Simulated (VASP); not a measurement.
# Mg11Zn5S16 (P1) in VASP: single point with PBEsol

Aim: the single point of Mg11Zn5S16 with PBEsol.

Everything below comes from runs of VASP 6.6.1. Logs are shortened: lines on timing, memory, paths and dates and some standing lists are left out, and cuts for length are marked.

### Step 1. The cell of the first run

The typed cell holds 64 atoms: a = 11.118 Å, b = 11.118 Å, c = 11.118 Å, α = 90.00°, β = 90.00°, γ = 90.00°.

### Step 2. Single point, PBEsol

Contents of INCAR:

```
SYSTEM = Mg11Zn5S16
ALGO = Normal ; EDIFF = 1E-7
ENCUT = 520 ; GGA = PS
ISIF = 2 ; ISMEAR = -1
ISYM = 0 ; LASPH = .TRUE.
LCHARG = .FALSE. ; LREAL = Auto
LWAVE = .FALSE. ; NBANDS = 216
NELM = 60 ; PREC = Accurate
SIGMA = 0.05
```

Contents of KPOINTS:

```
Automatic mesh
0
Gamma
  1 1 1
  0.25 0.25 0.25
```

Contents of POSCAR:

```
Mg11Zn5S16
1.0
   11.1176610480      0.0000000000      0.0000000000
    0.0000000000     11.1176610480      0.0000000000
    0.0000000000      0.0000000000     11.1176610480
Zn Mg S
10 22 32
Direct
    0.0055580000      0.0025130000      0.0002480000
    0.0051470000      0.9989220000      0.4994990000
    0.4987950000      0.4939260000      0.0013100000
    0.2529990000      0.2462470000      0.9989330000
    0.2480980000      0.7559100000      0.5007960000
    0.2494750000      0.0023850000      0.2494050000
    0.2477740000      0.0021350000      0.7492830000
    0.7451300000      0.4971840000      0.2475180000
    0.4981000000      0.2509550000      0.2456660000
    0.4953030000      0.2497100000      0.7518530000
    0.9995120000      0.4982790000      0.0018050000
    0.9994690000      0.5013560000      0.4976980000
    0.4938030000      0.0048460000      0.9998290000
    0.4943600000      0.0020810000      0.4993310000
    0.4985560000      0.4989080000      0.4979490000
    0.2509580000      0.2452990000      0.4986700000
    0.2492590000      0.7535060000      0.0004420000
    0.7453840000      0.2510690000      0.0018170000
    0.7481450000      0.2495460000      0.4985200000
    0.7501370000      0.7482910000      0.0012610000
    0.7505930000      0.7501890000      0.4972350000
    0.2531340000      0.4983100000      0.2482290000
    0.2527410000      0.4979730000      0.7521500000
    0.7523190000      0.0014360000      0.2497460000
    0.7508680000      0.0017090000      0.7506470000
    0.7463350000      0.4981250000      0.7512110000
    0.0021030000      0.2465210000      0.2479950000
    0.0030310000      0.2447400000      0.7525140000
    0.0019030000      0.7533570000      0.2513130000
    0.0033690000      0.7556740000      0.7474350000
    0.4973870000      0.7483900000      0.2498970000
    0.4960650000      0.7500290000      0.7511720000
    0.1317530000      0.1213630000      0.1200450000
    0.1256520000      0.1164600000      0.6238130000
    0.1256400000      0.6255620000      0.1254930000
    0.1305230000      0.6291470000      0.6211690000
    0.6198850000      0.1277820000      0.1294860000
    0.6181690000      0.1297970000      0.6301610000
    0.6217910000      0.6148880000      0.1238770000
    0.6237410000      0.6260760000      0.6241390000
    0.3775260000      0.3682200000      0.1193180000
    0.3780210000      0.3692950000      0.6269500000
    0.3701600000      0.8800230000      0.1299200000
    0.3650400000      0.8768270000      0.6270650000
    0.8699940000      0.3768790000      0.1298010000
    0.8762450000      0.3734120000      0.6268240000
    0.8814510000      0.8806460000      0.1195780000
    0.8788720000      0.8805830000      0.6182250000
    0.3749170000      0.1268090000      0.3631850000
    0.3683610000      0.1284500000      0.8678850000
    0.3681110000      0.6305110000      0.3809010000
    0.3788390000      0.6204800000      0.8832300000
    0.8816440000      0.1202890000      0.3804980000
    0.8782370000      0.1219800000      0.8831970000
    0.8686960000      0.6203970000      0.3666930000
    0.8772450000      0.6254860000      0.8722660000
    0.1263990000      0.3736400000      0.3743890000
    0.1296680000      0.3692440000      0.8811380000
    0.1306460000      0.8815880000      0.3777920000
    0.1266540000      0.8852920000      0.8747430000
    0.6218490000      0.3733170000      0.3650700000
    0.6141700000      0.3725550000      0.8744390000
    0.6234730000      0.8764850000      0.3742390000
    0.6227670000      0.8764390000      0.8769650000
```

Potentials or basis: VASP PAW PBE potentials, release 64 (Zn, Mg, S).

The run is started by

```console
$ cat potpaw_PBE.64/Zn/POTCAR potpaw_PBE.64/Mg/POTCAR potpaw_PBE.64/S/POTCAR > POTCAR
$ mpirun -np 1 vasp_std > vasp.out
```

OUTCAR:

```text
SYSTEM = Mg11Zn5S16
   EDIFF = 1E-7
   ENCUT = 520
   GGA = PS
   ISIF = 2
   ISMEAR = -1
   ISYM = 0
   LASPH = .TRUE.
   LREAL = Auto
   NELM = 60
   PREC = Accurate

 ion  position               nearest neighbor table
   1  0.006  0.003  0.000-  60 2.34  54 2.34  33 2.34  47 2.35
   2  0.005  0.999  0.499-  34 2.33  48 2.33  53 2.34  59 2.34
   3  0.499  0.494  0.001-  62 2.34  52 2.34  41 2.34  39 2.35
   4  0.253  0.246  0.999-  58 2.34  50 2.34  41 2.36  33 2.36
   5  0.248  0.756  0.501-  44 2.34  36 2.34  51 2.35  59 2.35
   6  0.249  0.002  0.249-  43 2.33  49 2.34  33 2.35  59 2.36
[... 56 lines left out ...]
  63  0.623  0.876  0.374-  21 2.42  24 2.43  31 2.43  14 2.44
  64  0.623  0.876  0.877-  32 2.43  25 2.44  20 2.44  13 2.44

IMPORTANT INFORMATION: All symmetrisations will be switched off!
NOSYMM: (Re-)initialisation of all symmetry stuff for point group C_1.

----------------------------------------------------------------------------------------

                                     Primitive cell

  volume of cell :    1374.1694

  direct lattice vectors                    reciprocal lattice vectors
    11.117661048  0.000000000  0.000000000     0.089946977  0.000000000  0.000000000
     0.000000000 11.117661048  0.000000000     0.000000000  0.089946977  0.000000000
     0.000000000  0.000000000 11.117661048     0.000000000  0.000000000  0.089946977

  length of vectors
    11.117661048 11.117661048 11.117661048     0.089946977  0.089946977  0.089946977

  position of ions in fractional coordinates (direct lattice)
     0.005558000  0.002513000  0.000248000
     0.005147000  0.998922000  0.499499000
     0.498795000  0.493926000  0.001310000
     0.252999000  0.246247000  0.998933000
     0.248098000  0.755910000  0.500796000
     0.249475000  0.002385000  0.249405000
[... 56 lines left out ...]
     0.623473000  0.876485000  0.374239000
     0.622767000  0.876439000  0.876965000

  ion indices of the primitive-cell ions
   primitive index   ion index
                 1           1
                 2           2
                 3           3
                 4           4
                 5           5
                 6           6
[... 56 lines left out ...]
                63          63
                64          64

----------------------------------------------------------------------------------------

 KPOINTS: Automatic mesh

Automatic generation of k-mesh.
 Grid dimensions read from file:
 generate k-points for:    1    1    1

 Generating k-lattice:
[... 45 lines left out ...]
   IBRION =     -1    ionic relax: 0-MD 1-quasi-New 2-CG
   NFREE  =      0    steps in history (QN), initial steepest desc. (CG)
   ISIF   =      2    stress and relaxation
   ISYM   =      0    0-nonsym 1-usesym 2-fastsym
   POTIM  = 0.5000    time-step for ionic-motion
   TEBEG  =    0.0;   TEEND  =   0.0 temperature during run
   PSTRESS=    0.0 pullay stress
   NELECT =     356.0000    total number of electrons
   NUPDOWN=      -1.0000    fix difference up-down
   EMIN   =  10.00;   EMAX   =-10.00  energy-range for DOS
   EFERMI =   0.00;   METHOD = LEGACY
   ISMEAR =    -1;   SIGMA  =   0.05  broadening in eV -4-tet -1-fermi 0-gaus
   EFERMI_NEDOS =   21; number of points for ismear=-14 and -15
   IALGO  =     38    algorithm
   IMIX   =      4    mixing-type and parameters
     AMIX     =   0.40;   BMIX     =  1.00
     AMIX_MAG =   1.60;   BMIX_MAG =  1.00
  volume/ion in A,a.u.               =      21.47       144.90
  Fermi-wavevector in a.u.,A,eV,Ry     =   1.043626  1.972166 14.818846  1.089154
  Thomas-Fermi vector in A             =   2.178343
   LORBIT       =      0    0 simple, 1 ext, 2 COOP (PROOUT), +10 PAW based schemes
   GGA     = PS    functional components
   LHFCALC =     F    Hartree Fock is set to
   AEXX    =    0.0000 exact exchange contribution
   IVDW    =     0    specifies the selected vdW correction
   LEPSILON=     F    determine dielectric tensor
   LRPA    =     F    only Hartree local field effects (RPA)
 non-spin polarized calculation
  energy-cutoff  :      520.00
  volume of cell :     1374.17
 maximum number of plane-waves:     37008
 NGX is ok and might be reduce to    84
   NGX = 41   NGY = 41   NGZ = 41

 number of electron     356.0000040 magnetization

 Free energy of the ion-electron system (eV)
  ---------------------------------------------------
  ext. energy  EPLUGINS =         0.00000000
  ---------------------------------------------------
  free energy    TOTEN  =      -271.47095316 eV

  energy without entropy =     -271.47095316  energy(sigma->0) =     -271.47095316

 E-fermi :   2.6552     XC(G=0):  -8.9950

 val. band max:        1.4045184073   @ k =  -0.2500   0.2500   0.2500
 cond. band min:       4.9710264891   @ k =  -0.2500   0.2500   0.2500
 fundamental gap:      3.5665080818
 Fermi energy:         2.6551591521

 k-point     1 :       0.2500    0.2500    0.2500
  band No.  band energies     occupation
      1     -10.5072      2.00000
      2     -10.3400      2.00000
      3     -10.2361      2.00000
      4     -10.1179      2.00000
      5     -10.0768      2.00000
      6     -10.0018      2.00000
[... 761 lines left out ...]
    189       6.1241      0.00000
    190       6.1450      0.00000
 [bands above 190 left out]

------------------------ aborting loop because EDIFF is reached ----------------------------------------

  FORCE on cell =-STRESS in cart. coord.  units (eV):
  Direction    XX          YY          ZZ          XY          YZ          ZX
  --------------------------------------------------------------------------------------
  -------------------------------------------------------------------------------------
  Total       -0.0905650      0.0047116     -0.2306470     -0.4055144     -0.0802294     -0.1137277
  in kB       -0.1055919      0.0054933     -0.2689169     -0.4727990     -0.0935413     -0.1325979
  external PRESSURE =      -0.1230051 kB  Pullay stress =       0.0000000 kB

 VOLUME and BASIS-vectors are now :
 -----------------------------------------------------------------------------
  energy-cutoff  :      520.00
  volume of cell :     1374.17
      direct lattice vectors                 reciprocal lattice vectors
    11.117661048  0.000000000  0.000000000     0.089946977  0.000000000  0.000000000
     0.000000000 11.117661048  0.000000000     0.000000000  0.089946977  0.000000000
     0.000000000  0.000000000 11.117661048     0.000000000  0.000000000  0.089946977

 POSITION                                       TOTAL-FORCE (eV/Angst)
 -----------------------------------------------------------------------------------
      0.06179      0.02794      0.00276        -0.005671     -0.008843     -0.008605
      0.05722     11.10568      5.55326        -0.000526     -0.006199     -0.003863
      5.54543      5.49130      0.01456        -0.005231     -0.004361     -0.007143
      2.81276      2.73769     11.10580        -0.009188     -0.004402     -0.006690
      2.75827      8.40395      5.56768        -0.007670     -0.002306     -0.006507
      2.77358      0.02652      2.77280        -0.009340     -0.004622     -0.004620
[... 56 lines left out ...]
      6.93156      9.74446      4.16066        -0.001344     -0.005866     -0.007620
      6.92371      9.74395      9.74980        -0.002573     -0.003061     -0.004353
 -----------------------------------------------------------------------------------
    total drift:                                0.004678     -0.009740     -0.001802

  FREE ENERGIE OF THE ION-ELECTRON SYSTEM (eV)
  ---------------------------------------------------
  free  energy   TOTEN  =      -271.4709531591 eV

  energy  without entropy=     -271.4709531591  energy(sigma->0) =     -271.47095316
```

It took 55 min on 1 thread of Oxide Virtual Turin-like, shared host; peak memory 1.6 GiB.

What came out:

```yaml
Free_energy: -271.4710 eV
Pressure: 0.0 GPa
Largest_force: 0.029 eV/Å
Band_gap_on_the_k_mesh: 3.57 eV
```

Forces in eV/Å, atoms in the order of the input:
```
Zn  -0.006 -0.009 -0.009
Zn  -0.001 -0.006 -0.004
Zn  -0.005 -0.004 -0.007
Zn  -0.009 -0.004 -0.007
Zn  -0.008 -0.002 -0.007
Zn  -0.009 -0.005 -0.005
Zn  -0.007 -0.009 -0.001
Zn  -0.003 -0.002 -0.006
Zn  -0.006 -0.005 -0.010
Zn  -0.005 -0.004 -0.005
Mg   0.004  0.004  0.003
Mg   0.002  0.003  0.006
Mg   0.007  0.004  0.003
Mg   0.002  0.007  0.006
Mg   0.005  0.003  0.004
Mg   0.005  0.004  0.001
Mg   0.005 -0.001  0.003
Mg   0.005  0.002  0.003
Mg   0.004  0.006  0.007
Mg   0.003  0.003  0.004
Mg   0.003  0.002  0.005
Mg   0.002  0.004  0.005
Mg   0.004  0.004  0.004
Mg   0.002  0.005  0.003
Mg   0.002  0.005  0.003
Mg   0.004  0.003  0.003
Mg   0.006  0.007  0.006
Mg   0.004  0.005  0.002
Mg  -0.001  0.001 -0.001
Mg   0.003  0.004  0.004
Mg   0.007  0.004  0.005
Mg   0.004  0.004  0.004
S   -0.005  0.015  0.018
S   -0.002  0.028  0.006
S   -0.004 -0.004 -0.004
S   -0.014 -0.012  0.003
S    0.012 -0.013 -0.013
S    0.007 -0.018 -0.018
S    0.001  0.022  0.002
S   -0.001 -0.008 -0.002
S   -0.005  0.014  0.016
S   -0.016  0.011 -0.012
S    0.012 -0.014 -0.013
S    0.029 -0.002  0.002
S    0.011 -0.009 -0.013
S   -0.005 -0.005 -0.009
S   -0.013 -0.015  0.011
S   -0.013 -0.013  0.008
S    0.001 -0.001  0.026
S    0.017 -0.007  0.015
S    0.009 -0.015 -0.015
S   -0.015  0.011 -0.013
S   -0.013  0.011 -0.014
S   -0.013  0.006 -0.013
S    0.008  0.010  0.011
S   -0.008 -0.005 -0.001
S   -0.005 -0.001 -0.006
S   -0.011  0.013 -0.011
S   -0.005 -0.007 -0.003
S   -0.002 -0.018  0.001
S   -0.001  0.004  0.028
S    0.025  0.001  0.002
S   -0.001 -0.006 -0.008
S   -0.003 -0.003 -0.004
```

Levels at points of the mesh, in eV from the valence-band top:
```tsv
k point	band 176	band 177	band 178	band 179	band 180	band 181
(0.25, 0.25, 0.25)	-0.20	-0.02	-0.02	3.60	3.95	3.96
```

Caveat: the PAW data sets were made with another functional, which shifts forces and pressure a little; a shifted mesh leaves out Γ, where band edges can lie. A k mesh can miss the band edges.
